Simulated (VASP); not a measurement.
# Ru (P6_3/mmc) in VASP: notebook, part 2 of 2

VASP 6.6.1.

## 3. Single point, revPBE, collinear spin, ferromagnetic start (15.02 Å³/atom)

This run uses another cell than the first one, of 15.02 Å³/atom.

Contents of INCAR:

```
  ALGO = Normal
  EDIFF = 1E-6
  ENCUT = 520
  GGA = RE
  ISIF = 2
  ISMEAR = -1
  ISPIN = 2
  LASPH = T
  LCHARG = F
  LMAXMIX = 4
  LORBIT = 11
  LREAL = F
  LWAVE = F
  MAGMOM = 1 1
  NBANDS = 25
  NELM = 150
  PREC = Accurate
  SIGMA = 0.05
```

Contents of KPOINTS:

```
k-points
0
Gamma
  22 22 12
```

Contents of POSCAR:

```
Ru
1.0
    2.8042398901      0.0000000000      0.0000000000
   -1.4021199450      2.4285429832      0.0000000000
    0.0000000000      0.0000000000      4.4116497155
Ru
2
Direct
    0.3333333333      0.6666666667      0.2500000000
    0.6666666667      0.3333333333      0.7500000000
```

Potentials or basis: VASP PAW PBE potentials, release 64 (Ru_pv).

Started as:

```
$ cat potpaw_PBE.64/Ru_pv/POTCAR > POTCAR
$ mpirun -np 1 vasp_std > vasp.out
```

OUTCAR:

```text
EDIFF = 1E-6
   ENCUT = 520
   GGA = RE
   ISIF = 2
   ISMEAR = -1
   ISPIN = 2
   LASPH = T
   LORBIT = 11
   LREAL = F
   NELM = 150
   PREC = Accurate

 ion  position               nearest neighbor table
   1  0.333  0.667  0.250-   2 2.74   2 2.74   2 2.74   2 2.74   2 2.74   2 2.74
   2  0.667  0.333  0.750-   1 2.74   1 2.74   1 2.74   1 2.74   1 2.74   1 2.74

  LATTYP: Found a hexagonal cell.
 ALAT       =     2.8042398901
 C/A-ratio  =     1.5732069610

  Lattice vectors:

 A1 = (   2.8042398901,   0.0000000000,   0.0000000000)
 A2 = (  -1.4021199450,   2.4285429832,   0.0000000000)
 A3 = (   0.0000000000,   0.0000000000,   4.4116497155)

Analysis of symmetry for initial positions (statically):
=====================================================================
 Subroutine PRICEL returns:
 Original cell was already a primitive cell.

 Routine SETGRP: Setting up the symmetry group for a
 hexagonal supercell.

 Subroutine GETGRP returns: Found 24 space group operations
 (whereof 12 operations were pure point group operations)
 out of a pool of 24 trial point group operations.

The static configuration has the point symmetry D_3d.
 The point group associated with its full space group is D_6h.

Analysis of symmetry for dynamics (positions and initial velocities):
=====================================================================
 Subroutine PRICEL returns:
 Original cell was already a primitive cell.

 Routine SETGRP: Setting up the symmetry group for a
 hexagonal supercell.

 Subroutine GETGRP returns: Found 24 space group operations
 (whereof 12 operations were pure point group operations)
 out of a pool of 24 trial point group operations.

The dynamic configuration has the point symmetry D_3d.
 The point group associated with its full space group is D_6h.

Analysis of structural, dynamic, and magnetic symmetry:
=====================================================================
 Subroutine PRICEL returns:
 Original cell was already a primitive cell.

 Routine SETGRP: Setting up the symmetry group for a
 hexagonal supercell.

 Subroutine GETGRP returns: Found 24 space group operations
 (whereof 12 operations were pure point group operations)
 out of a pool of 24 trial point group operations.

The overall configuration has the point symmetry D_3d.
 The point group associated with its full space group is D_6h.

 Subroutine INISYM returns: Found 24 space group operations
 (whereof 12 operations are pure point group operations),
 and found     1 'primitive' translations

----------------------------------------------------------------------------------------

                                     Primitive cell

  volume of cell :      30.0443

  direct lattice vectors                    reciprocal lattice vectors
     2.804239890  0.000000000  0.000000000     0.356602873  0.205884764  0.000000000
    -1.402119945  2.428542983  0.000000000     0.000000000  0.411769529  0.000000000
     0.000000000  0.000000000  4.411649716     0.000000000  0.000000000  0.226672575

  length of vectors
     2.804239890  2.804239890  4.411649716     0.411769529  0.411769529  0.226672575

  position of ions in fractional coordinates (direct lattice)
     0.333333333  0.666666667  0.250000000
     0.666666667  0.333333333  0.750000000

[... 64 lines left out ...]
   NGX,Y,Z   is equivalent  to a cutoff of  14.23, 14.23, 13.57 a.u.
   NGXF,Y,Z  is equivalent  to a cutoff of  28.46, 28.46, 27.13 a.u.
 SYSTEM =  unknown system
   PREC   = accura    normal or accurate (medium, high low for compatibility)
   ISTART =      0    job   : 0-new  1-cont  2-samecut
   ICHARG =      2    charge: 1-file 2-atom 10-const
   ISPIN  =      2    spin polarized calculation?
   LNONCOLLINEAR =      F non collinear calculations
   LSORBIT =      F    spin-orbit coupling
   LASPH  =      T    aspherical Exc in radial PAW
   ENCUT  =  520.0 eV  38.22 Ry    6.18 a.u.   5.21  5.21  8.20*2*pi/ulx,y,z
   NELM   =    150;   NELMIN=  2; NELMDL= -5     # of ELM steps
   EDIFF  = 0.1E-05   stopping-criterion for ELM
   LREAL  =      F    real-space projection
   EDIFFG = 0.1E-04   stopping-criterion for IOM
   NSW    =      0    number of steps for IOM
   IBRION =     -1    ionic relax: 0-MD 1-quasi-New 2-CG
   NFREE  =      0    steps in history (QN), initial steepest desc. (CG)
   ISIF   =      2    stress and relaxation
   ISYM   =      2    0-nonsym 1-usesym 2-fastsym
   POTIM  = 0.5000    time-step for ionic-motion
   TEBEG  =    0.0;   TEEND  =   0.0 temperature during run
   PSTRESS=    0.0 pullay stress
   NELECT =      28.0000    total number of electrons
   NUPDOWN=      -1.0000    fix difference up-down
   EMIN   =  10.00;   EMAX   =-10.00  energy-range for DOS
   EFERMI =   0.00;   METHOD = LEGACY
   ISMEAR =    -1;   SIGMA  =   0.05  broadening in eV -4-tet -1-fermi 0-gaus
   EFERMI_NEDOS =   21; number of points for ismear=-14 and -15
   IALGO  =     38    algorithm
   IMIX   =      4    mixing-type and parameters
     AMIX     =   0.40;   BMIX     =  1.00
     AMIX_MAG =   1.60;   BMIX_MAG =  1.00
  volume/ion in A,a.u.               =      15.02       101.37
  Fermi-wavevector in a.u.,A,eV,Ry     =   1.599092  3.021846 34.791403  2.557096
  Thomas-Fermi vector in A             =   2.696439
   LORBIT       =     11    0 simple, 1 ext, 2 COOP (PROOUT), +10 PAW based schemes
   GGA     = RE    functional components
   LHFCALC =     F    Hartree Fock is set to
   AEXX    =    0.0000 exact exchange contribution
   IVDW    =     0    specifies the selected vdW correction
   LEPSILON=     F    determine dielectric tensor
   LRPA    =     F    only Hartree local field effects (RPA)
 spin polarized calculation
  energy-cutoff  :      520.00
  volume of cell :       30.04
 maximum number of plane-waves:       825
 NGX is ok and might be reduce to    24
   NGX = 11   NGY = 11   NGZ = 17

 number of electron      27.9999997 magnetization       0.0014987

 number of electron      27.9999997 magnetization      -0.0003234

 Free energy of the ion-electron system (eV)
  ---------------------------------------------------
  ext. energy  EPLUGINS =         0.00000000
  ---------------------------------------------------
  free energy    TOTEN  =       -17.31551575 eV

  energy without entropy =      -17.30153467  energy(sigma->0) =      -17.30852521

 E-fermi :  11.1366     XC(G=0): -13.4432

 val. band max:       11.1169042232   @ k =   0.3182   0.0000   0.0000
 cond. band min:      11.1370123433   @ k =   0.3182   0.0000   0.0833
 fundamental gap:      0.0201081201
 Fermi energy:        11.1366290294

 spin component 1

 k-point     1 :       0.0000    0.0000    0.0000
  band No.  band energies     occupation
      1     -32.1807      1.00000
      2     -31.5149      1.00000
      3     -31.5149      1.00000
      4     -31.3874      1.00000
      5     -31.3874      1.00000
      6     -31.3559      1.00000
[... 661 lines left out ...]
     24      28.9239      0.00000
     25      29.6623      0.00000

 [... further k-points ...]

 spin component 2

 k-point     1 :       0.0000    0.0000    0.0000
  band No.  band energies     occupation
      1     -32.1809      1.00000
      2     -31.5150      1.00000
      3     -31.5150      1.00000
      4     -31.3875      1.00000
      5     -31.3875      1.00000
      6     -31.3561      1.00000
[... 661 lines left out ...]
     24      28.9238      0.00000
     25      29.6624      0.00000

 [... further k-points ...]
[... 5 lines left out ...]
  --------------------------------------------------------------------------------------
  -------------------------------------------------------------------------------------
  Total       -3.5767124     -3.5767124     -3.6635629     -0.0000000      0.0000000      0.0000000
  in kB     -190.7359771   -190.7359771   -195.3674726     -0.0000000      0.0000000      0.0000000
  external PRESSURE =    -192.2798089 kB  Pullay stress =       0.0000000 kB

 VOLUME and BASIS-vectors are now :
 -----------------------------------------------------------------------------
  energy-cutoff  :      520.00
  volume of cell :       30.04
      direct lattice vectors                 reciprocal lattice vectors
     2.804239890  0.000000000  0.000000000     0.356602873  0.205884764  0.000000000
    -1.402119945  2.428542983  0.000000000     0.000000000  0.411769529  0.000000000
     0.000000000  0.000000000  4.411649716     0.000000000  0.000000000  0.226672575

 POSITION                                       TOTAL-FORCE (eV/Angst)
 -----------------------------------------------------------------------------------
     -0.00000      1.61903      1.10291        -0.000000      0.000000      0.000000
      1.40212      0.80951      3.30874         0.000000      0.000000      0.000000
 -----------------------------------------------------------------------------------
    total drift:                               -0.000000      0.000000     -0.000000

  FREE ENERGIE OF THE ION-ELECTRON SYSTEM (eV)
  ---------------------------------------------------
  free  energy   TOTEN  =       -17.3155157471 eV

  energy  without entropy=      -17.3015346673  energy(sigma->0) =      -17.30852521

 total charge

# of ion       s       p       d       tot
------------------------------------------
    1        0.368   6.253   5.858  12.479
    2        0.368   6.253   5.858  12.479
--------------------------------------------------
tot          0.736  12.506  11.716  24.957

 magnetization (x)

# of ion       s       p       d       tot
------------------------------------------
    1        0.000  -0.000  -0.000  -0.000
    2        0.000  -0.000  -0.000  -0.000
--------------------------------------------------
tot          0.000  -0.000  -0.000  -0.000
```

OSZICAR:

```text
N       E                     dE             d eps       ncg     rms          rms(c)
DAV:   1     0.290024576074E+03    0.29002E+03   -0.16857E+04 36472   0.122E+03
DAV:   2    -0.120585020436E+02   -0.30208E+03   -0.29072E+03 38518   0.388E+02
DAV:   3    -0.183826101228E+02   -0.63241E+01   -0.62747E+01 47355   0.619E+01
DAV:   4    -0.184187201925E+02   -0.36110E-01   -0.36053E-01 40304   0.487E+00
DAV:   5    -0.184189616849E+02   -0.24149E-03   -0.24143E-03 39680   0.387E-01    0.145E+01
DAV:   6    -0.173592481021E+02    0.10597E+01   -0.24483E+00 38942   0.143E+01    0.315E+00
DAV:   7    -0.173192614344E+02    0.39987E-01   -0.14725E-01 41922   0.307E+00    0.156E+00
DAV:   8    -0.173181776539E+02    0.10838E-02   -0.42498E-03 38369   0.561E-01    0.630E-01
DAV:   9    -0.173153175342E+02    0.28601E-02   -0.20689E-03 38210   0.427E-01    0.172E-01
DAV:  10    -0.173155076713E+02   -0.19014E-03   -0.49372E-04 38150   0.200E-01    0.548E-02
DAV:  11    -0.173155127698E+02   -0.50985E-05   -0.12861E-05 42650   0.347E-02    0.223E-02
DAV:  12    -0.173155156104E+02   -0.28406E-05   -0.29566E-06 33068   0.140E-02    0.906E-03
DAV:  13    -0.173155157471E+02   -0.13673E-06   -0.40877E-07 20512   0.541E-03
   1 F= -.17315516E+02 E0= -.17308525E+02  d E =-.139811E-01  mag=    -0.0001
```

It took 12 min on 1 thread of Intel Xeon 8259CL, shared host; peak memory 0.46 GiB.

What came out:

```yaml
Free_energy: -17.3155 eV
Pressure: -19.2 GPa
Band_gap_on_the_k_mesh: zero (filled and empty bands overlap)
Net_moment: 0.00 μB per cell
Valence_electrons_inside_the_program's_atomic_spheres: Ru 12.48
```

Stress tensor (GPa, compression positive):
```
-19.07   0.00   0.00
  0.00 -19.07   0.00
  0.00   0.00 -19.54
```

Levels at points of the mesh, in eV from the Fermi level:
Spin up:
| k point | band 12 | band 13 | band 14 | band 15 | band 16 | band 17 |
| --- | --- | --- | --- | --- | --- | --- |
| (0.00, 0.00, 0.00) | -1.64 | -1.64 | -1.24 | -1.24 | 1.00 | 1.00 |
| (0.50, 0.00, 0.00) | -1.62 | -1.30 | 1.15 | 1.52 | 1.62 | 3.54 |
| (0.00, 0.00, 0.50) | -2.39 | -2.36 | -2.36 | 0.44 | 0.44 | 0.44 |
| (0.50, 0.00, 0.50) | -0.93 | 0.39 | 0.39 | 1.38 | 1.38 | 3.04 |
Spin down:
```tsv
k point	band 10	band 11	band 12	band 13	band 14	band 15	band 16	band 17	band 18	band 19
(0.00, 0.00, 0.00)	-2.23	-2.03	-1.64	-1.64	-1.24	-1.24	1.00	1.00	1.29	9.23
(0.50, 0.00, 0.00)	-2.62	-1.78	-1.62	-1.30	1.15	1.52	1.62	3.54	5.42	10.24
(0.00, 0.00, 0.50)	-2.39	-2.39	-2.39	-2.36	-2.36	0.44	0.44	0.44	0.44	10.63
(0.50, 0.00, 0.50)	-3.88	-0.93	-0.93	0.39	0.39	1.38	1.38	3.04	3.04	9.42
```

Caveat: the cell stands under tension; an empty level that is flat over the whole mesh can mark a ghost state of the potentials, or a narrow d or f band; the PAW data sets were made with another functional, which shifts forces and pressure a little.

The gap in the log of VASP goes by the Fermi energy; the results here count the filled bands.